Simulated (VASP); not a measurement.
# ZrC (P6_3/mmc) in VASP: a series of runs

ZrC is run at these levels: PBE; tasks: single point, relaxation of cell and atoms.

Program: VASP 6.6.1. These are calculated values, not measurements. Logs are shortened: lines on timing, memory, paths and dates and some standing lists are left out, and cuts for length are marked.

## (1) The cell of the first run

Symmetry: P6_3/mmc, No. 194, hexagonal system. The conventional cell has a = 3.376 Å, b = 3.376 Å, c = 5.282 Å, α = 90.00°, β = 90.00°, γ = 120.00°. Within 3.1 Å of Zr (site symmetry -6m2) lie 6 C at 2.35 Å. C (site symmetry -3m) has 6 Zr at 2.35 Å and 2 C at 2.64 Å within 3.1 Å.

## (2) Single point, PBE

Input file INCAR:

```
PREC = Accurate ; ENCUT = 520
EDIFF = 1E-6 ; ISMEAR = 0
SIGMA = 0.15 ; LREAL = F
LASPH = T ; NELM = 100
ALGO = Normal ; ISIF = 2
LWAVE = F ; LCHARG = T
GGA = PE ; LELF = T
LVHAR = T ; NBANDS = 24
```

Input file KPOINTS:

```
regular mesh
0
Gamma
  18 18 10
```

Input file POSCAR:

```
ZrC
1.0
    3.3757605690      0.0000000000      0.0000000000
   -1.6878802845      2.9234944098      0.0000000000
    0.0000000000      0.0000000000      5.2822970730
Zr C
2 2
Direct
    0.3333333333      0.6666666667      0.2500000000
    0.6666666667      0.3333333333      0.7500000000
    0.0000000000      0.0000000000      0.0000000000
    0.0000000000      0.0000000000      0.5000000000
```

Potentials or basis: VASP PAW PBE potentials, release 64 (Zr_sv, C).

The run is started by

```
$ cat potpaw_PBE.64/Zr_sv/POTCAR potpaw_PBE.64/C/POTCAR > POTCAR
$ mpirun -np 1 vasp_std > vasp.out
```

OUTCAR:

```text
PREC = Accurate
   ENCUT = 520
   EDIFF = 1E-6
   ISMEAR = 0
   LREAL = F
   LASPH = T
   NELM = 100
   ISIF = 2
   GGA = PE

 ion  position               nearest neighbor table
   1  0.333  0.667  0.250-   3 2.35   4 2.35   3 2.35   4 2.35   3 2.35   4 2.35   2 3.28   2 3.28
                             2 3.28   2 3.28   2 3.28   2 3.28
   2  0.667  0.333  0.750-   3 2.35   4 2.35   3 2.35   4 2.35   3 2.35   4 2.35   1 3.28   1 3.28
                             1 3.28   1 3.28   1 3.28   1 3.28
   3  0.000  0.000  0.000-   1 2.35   2 2.35   1 2.35   2 2.35   2 2.35   1 2.35
   4  0.000  0.000  0.500-   1 2.35   2 2.35   1 2.35   2 2.35   2 2.35   1 2.35

  LATTYP: Found a hexagonal cell.
 ALAT       =     3.3757605690
 C/A-ratio  =     1.5647724313

  Lattice vectors:

 A1 = (   3.3757605690,   0.0000000000,   0.0000000000)
 A2 = (  -1.6878802845,   2.9234944098,   0.0000000000)
 A3 = (   0.0000000000,   0.0000000000,   5.2822970730)

Analysis of symmetry for initial positions (statically):
=====================================================================
 Subroutine PRICEL returns:
 Original cell was already a primitive cell.

 Routine SETGRP: Setting up the symmetry group for a
 hexagonal supercell.

 Subroutine GETGRP returns: Found 24 space group operations
 (whereof 12 operations were pure point group operations)
 out of a pool of 24 trial point group operations.

The static configuration has the point symmetry D_3d.
 The point group associated with its full space group is D_6h.

Analysis of symmetry for dynamics (positions and initial velocities):
=====================================================================
 Subroutine PRICEL returns:
 Original cell was already a primitive cell.

 Routine SETGRP: Setting up the symmetry group for a
 hexagonal supercell.

 Subroutine GETGRP returns: Found 24 space group operations
 (whereof 12 operations were pure point group operations)
 out of a pool of 24 trial point group operations.

The dynamic configuration has the point symmetry D_3d.
 The point group associated with its full space group is D_6h.

 Subroutine INISYM returns: Found 24 space group operations
 (whereof 12 operations are pure point group operations),
 and found     1 'primitive' translations

----------------------------------------------------------------------------------------

                                     Primitive cell

  volume of cell :      52.1311

  direct lattice vectors                    reciprocal lattice vectors
     3.375760569  0.000000000  0.000000000     0.296229540  0.171028205  0.000000000
    -1.687880285  2.923494410  0.000000000     0.000000000  0.342056409  0.000000000
     0.000000000  0.000000000  5.282297073     0.000000000  0.000000000  0.189311579

  length of vectors
     3.375760569  3.375760569  5.282297073     0.342056409  0.342056409  0.189311579

  position of ions in fractional coordinates (direct lattice)
     0.333333333  0.666666667  0.250000000
     0.666666667  0.333333333  0.750000000
     0.000000000  0.000000000  0.000000000
     0.000000000  0.000000000  0.500000000

  ion indices of the primitive-cell ions
   primitive index   ion index
                 1           1
                 2           2
                 3           3
                 4           4

----------------------------------------------------------------------------------------

 KPOINTS: regular mesh

Automatic generation of k-mesh.
 Grid dimensions read from file:
 generate k-points for:   18   18   10

 Generating k-lattice:

  Cartesian coordinates                     Fractional coordinates (reciprocal lattice)
     0.016457197  0.009501567  0.000000000     0.055555556 -0.000000000  0.000000000
     0.000000000  0.019003134  0.000000000     0.000000000  0.055555556  0.000000000
     0.000000000  0.000000000  0.018931158     0.000000000  0.000000000  0.100000000

  Length of vectors
     0.019003134  0.019003134  0.018931158

  Shift w.r.t. Gamma in fractional coordinates (k-lattice)
     0.000000000  0.000000000  0.000000000

 Subroutine IBZKPT returns following result:
 ===========================================

 Found    222 irreducible k-points:

 Following reciprocal coordinates:
            Coordinates               Weight
  0.000000  0.000000  0.000000      1.000000
  0.055556  0.000000  0.000000      6.000000
  0.111111  0.000000  0.000000      6.000000
  0.166667  0.000000  0.000000      6.000000
  0.222222  0.000000  0.000000      6.000000
  0.277778  0.000000  0.000000      6.000000
[... 16 lines left out ...]
  0.333333  0.111111  0.000000     12.000000
  0.388889  0.111111  0.000000     12.000000
 [... further k-points ...]
   k-points           NKPTS =    222   k-points in BZ     NKDIM =    222   number of bands    NBANDS=     24
   number of dos      NEDOS =    301   number of ions     NIONS =      4
   total plane-waves  NPLWV =  31360
   dimension x,y,z NGX =    28 NGY =   28 NGZ =   40
   dimension x,y,z NGXF=    56 NGYF=   56 NGZF=   80
   ions per type =               2   2
   NGX,Y,Z   is equivalent  to a cutoff of  13.79, 13.79, 12.59 a.u.
   NGXF,Y,Z  is equivalent  to a cutoff of  27.58, 27.58, 25.18 a.u.
 SYSTEM =  unknown system
   PREC   = accura    normal or accurate (medium, high low for compatibility)
   ISTART =      0    job   : 0-new  1-cont  2-samecut
   ICHARG =      2    charge: 1-file 2-atom 10-const
   ISPIN  =      1    spin polarized calculation?
   LNONCOLLINEAR =      F non collinear calculations
   LSORBIT =      F    spin-orbit coupling
   LASPH  =      T    aspherical Exc in radial PAW
   ENCUT  =  520.0 eV  38.22 Ry    6.18 a.u.   6.28  6.28  9.82*2*pi/ulx,y,z
   NELM   =    100;   NELMIN=  2; NELMDL= -5     # of ELM steps
   EDIFF  = 0.1E-05   stopping-criterion for ELM
   LREAL  =      F    real-space projection
   EDIFFG = 0.1E-04   stopping-criterion for IOM
   NSW    =      0    number of steps for IOM
   IBRION =     -1    ionic relax: 0-MD 1-quasi-New 2-CG
   NFREE  =      0    steps in history (QN), initial steepest desc. (CG)
   ISIF   =      2    stress and relaxation
   ISYM   =      2    0-nonsym 1-usesym 2-fastsym
   POTIM  = 0.5000    time-step for ionic-motion
   TEBEG  =    0.0;   TEEND  =   0.0 temperature during run
   PSTRESS=    0.0 pullay stress
   NELECT =      32.0000    total number of electrons
   NUPDOWN=      -1.0000    fix difference up-down
   EMIN   =  10.00;   EMAX   =-10.00  energy-range for DOS
   EFERMI =   0.00;   METHOD = LEGACY
   ISMEAR =     0;   SIGMA  =   0.15  broadening in eV -4-tet -1-fermi 0-gaus
   EFERMI_NEDOS =   21; number of points for ismear=-14 and -15
   IALGO  =     38    algorithm
   IMIX   =      4    mixing-type and parameters
     AMIX     =   0.40;   BMIX     =  1.00
     AMIX_MAG =   1.60;   BMIX_MAG =  1.00
  volume/ion in A,a.u.               =      13.03        87.95
  Fermi-wavevector in a.u.,A,eV,Ry     =   1.391316  2.629207 26.337633  1.935761
  Thomas-Fermi vector in A             =   2.515167
   LORBIT       =      0    0 simple, 1 ext, 2 COOP (PROOUT), +10 PAW based schemes
   GGA     = PE    functional components
   LHFCALC =     F    Hartree Fock is set to
   AEXX    =    0.0000 exact exchange contribution
   IVDW    =     0    specifies the selected vdW correction
   LEPSILON=     F    determine dielectric tensor
   LRPA    =     F    only Hartree local field effects (RPA)
 non-spin polarized calculation
 Gauss-broadening in eV      SIGMA  =   0.15
  energy-cutoff  :      520.00
  volume of cell :       52.13
 maximum number of plane-waves:      1428
 NGX is ok and might be reduce to    28
   NGX = 13   NGY = 13   NGZ = 19

 number of electron      32.0000001 magnetization

 Free energy of the ion-electron system (eV)
  ---------------------------------------------------
  ext. energy  EPLUGINS =         0.00000000
  ---------------------------------------------------
  free energy    TOTEN  =       -38.25538899 eV

  energy without entropy =      -38.24875021  energy(sigma->0) =      -38.25206960

 E-fermi :   9.9688     XC(G=0): -12.1163

 val. band max:        9.9578816841   @ k =   0.3889   0.2222   0.0000
 cond. band min:       9.9828730195   @ k =   0.2778   0.2778   0.1000
 fundamental gap:      0.0249913354
 Fermi energy:         9.9688348887

 k-point     1 :       0.0000    0.0000    0.0000
  band No.  band energies     occupation
      1     -38.4567      2.00000
      2     -38.3396      2.00000
      3     -17.0263      2.00000
      4     -16.3020      2.00000
      5     -16.3020      2.00000
      6     -16.2031      2.00000
[... 16 lines left out ...]
     23      14.2954      0.00000
     24      17.3181      0.00000

 k-point     2 :       0.0556    0.0000    0.0000
  band No.  band energies     occupation
      1     -38.4542      2.00000
      2     -38.3387      2.00000
      3     -17.0171      2.00000
      4     -16.3210      2.00000
      5     -16.3095      2.00000
      6     -16.2208      2.00000
[... 16 lines left out ...]
     23      14.4533      0.00000
     24      17.1889      0.00000

 k-point     3 :       0.1111    0.0000    0.0000
  band No.  band energies     occupation
      1     -38.4470      2.00000
      2     -38.3362      2.00000
      3     -16.9901      2.00000
      4     -16.3760      2.00000
      5     -16.3298      2.00000
      6     -16.2707      2.00000
[... 16 lines left out ...]
     23      14.8916      0.00000
     24      16.7960      0.00000
[... 514 lines left out ...]
 k-point    23 :       0.3333    0.1111    0.0000
  band No.  band energies     occupation
      1     -38.3710      2.00000
      2     -38.3210      2.00000
      3     -16.8510      2.00000
      4     -16.6685      2.00000
      5     -16.6667      2.00000
      6     -16.4949      2.00000
[... 16 lines left out ...]
     23      15.3890      0.00000
     24      15.8485      0.00000

 k-point    24 :       0.3889    0.1111    0.0000
  band No.  band energies     occupation
      1     -38.3607      2.00000
      2     -38.3220      2.00000
      3     -16.9009      2.00000
      4     -16.6923      2.00000
      5     -16.6149      2.00000
      6     -16.5217      2.00000
[... 16 lines left out ...]
     23      15.2782      0.00000
     24      15.6937      0.00000

 [... further k-points ...]
[... 5 lines left out ...]
  --------------------------------------------------------------------------------------
  -------------------------------------------------------------------------------------
  Total        0.0071167      0.0071167      0.2389258      0.0000000     -0.0000000      0.0000000
  in kB        0.2187209      0.2187209      7.3430580      0.0000000     -0.0000000      0.0000000
  external PRESSURE =       2.5934999 kB  Pullay stress =       0.0000000 kB

 VOLUME and BASIS-vectors are now :
 -----------------------------------------------------------------------------
  energy-cutoff  :      520.00
  volume of cell :       52.13
      direct lattice vectors                 reciprocal lattice vectors
     3.375760569  0.000000000  0.000000000     0.296229540  0.171028205  0.000000000
    -1.687880285  2.923494410  0.000000000     0.000000000  0.342056409  0.000000000
     0.000000000  0.000000000  5.282297073     0.000000000  0.000000000  0.189311579

 POSITION                                       TOTAL-FORCE (eV/Angst)
 -----------------------------------------------------------------------------------
     -0.00000      1.94900      1.32057         0.000000     -0.000000      0.000000
      1.68788      0.97450      3.96172        -0.000000      0.000000      0.000000
      0.00000      0.00000      0.00000         0.000000      0.000000      0.000000
      0.00000      0.00000      2.64115         0.000000      0.000000      0.000000
 -----------------------------------------------------------------------------------
    total drift:                               -0.000000      0.000000     -0.000000

  FREE ENERGIE OF THE ION-ELECTRON SYSTEM (eV)
  ---------------------------------------------------
  free  energy   TOTEN  =       -38.2553889920 eV

  energy  without entropy=      -38.2487502082  energy(sigma->0) =      -38.25206960
```

Run time: 2.9 min. Hardware: 1 thread of AMD EPYC 9R45 (Zen 5), shared host; peak memory 0.32 GiB.

Results:

```yaml
Free_energy: -38.2554 eV
Pressure: 0.3 GPa
Band_gap_on_the_k_mesh: zero (band 16 reaches 10.84 eV, above the bottom of band 17 at 9.77 eV)
```

(Continued in part 2 of 3.)
